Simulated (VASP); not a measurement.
A run of VASP 6.6.1 is set up as follows.

File INCAR:

```
PREC     = Accurate       # precision mode
ENCUT    = 520            # plane-wave cutoff, eV
EDIFF    = 1E-7           # SCF threshold, eV
ISMEAR   = 0              # smearing method
SIGMA    = 0.1            # smearing width, eV
LREAL    = F              # projectors in reciprocal space
LASPH    = T              # aspherical terms in the spheres
NELM     = 80             # most SCF steps
ALGO     = Normal         # electronic algorithm
ISIF     = 2              # what is computed and relaxed
LWAVE    = F              # write WAVECAR
LCHARG   = F              # write CHGCAR
GGA      = PE             # functional
NBANDS   = 18             # bands
```

File KPOINTS:

```
regular mesh
0
Gamma
  6 6 6
```

File POSCAR:

```
BiS
1.0
    0.0000000000      3.0052171800      3.0052171800
    3.0052171800      0.0000000000      3.0052171800
    3.0052171800      3.0052171800      0.0000000000
Bi S
1 1
Direct
    0.0000000000      0.0000000000      0.0000000000
    0.5000000000      0.5000000000      0.5000000000
```

Potentials or basis: VASP PAW PBE potentials, release 64 (Bi_d, S).

Launch:

```bash
$ cat potpaw_PBE.64/Bi_d/POTCAR potpaw_PBE.64/S/POTCAR > POTCAR
$ mpirun -np 1 vasp_std > vasp.out
```

Q: Predict the band gap on the k mesh.

A: Zero (an odd number of electrons rules out a gap without spin polarisation).

Q: What does it give for the pressure?

A: -1.5 GPa.

Caveat: spin-orbit coupling is left out, which moves the levels of the heavy elements.
